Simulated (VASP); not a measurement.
Here is a VASP 6.6.1 calculation.

The input POSCAR:

```
GdAl
1.0
    3.5285173748      0.0000000000      0.0000000000
    0.0000000000      3.5285173748      0.0000000000
    0.0000000000      0.0000000000      3.5285173748
Gd Al
1 1
Direct
    0.0000000000      0.0000000000      0.0000000000
    0.5000000000      0.5000000000      0.5000000000
```

Contents of INCAR.step1:

```
ALGO = Normal ; EDIFF = 1E-4
ENCUT = 520 ; GGA = PE
ISMEAR = -1 ; ISPIN = 2
LASPH = T ; LCHARG = F
LMAXMIX = 6 ; LREAL = F
LWAVE = T ; MAGMOM = 7 0
NBANDS = 22 ; NELM = 150
PREC = Accurate ; SIGMA = 0.05
```

File INCAR.step2:

```
ALGO = Normal ; EDIFF = 1E-6
ENCUT = 520 ; ISIF = 2
ISMEAR = -1 ; ISPIN = 2
ISTART = 1 ; LASPH = T
LCHARG = F ; LMAXMIX = 6
LMIXTAU = T ; LORBIT = 11
LREAL = F ; LWAVE = F
MAGMOM = 7 0 ; METAGGA = R2SCAN
NBANDS = 22 ; NELM = 150
PREC = Accurate ; SIGMA = 0.05
```

Contents of KPOINTS:

```
k-points
0
Gamma
  9 9 9
```

Potentials or basis: VASP PAW PBE potentials, release 64 (Gd, Al).

Command:

```sh
$ cat potpaw_PBE.64/Gd/POTCAR potpaw_PBE.64/Al/POTCAR > POTCAR
$ cp INCAR.step1 INCAR
$ mpirun -np 1 vasp_std > vasp.out
$ cp INCAR.step2 INCAR
$ mpirun -np 1 vasp_std > vasp.out
```

(1) Estimate the pressure.

(2) Estimate the net moment.

Answers

(1) 6.1 GPa.

(2) 7.13 μB per cell.

Caveat: the cell stands under pressure; the PAW data sets were made with another functional, which shifts forces and pressure a little.
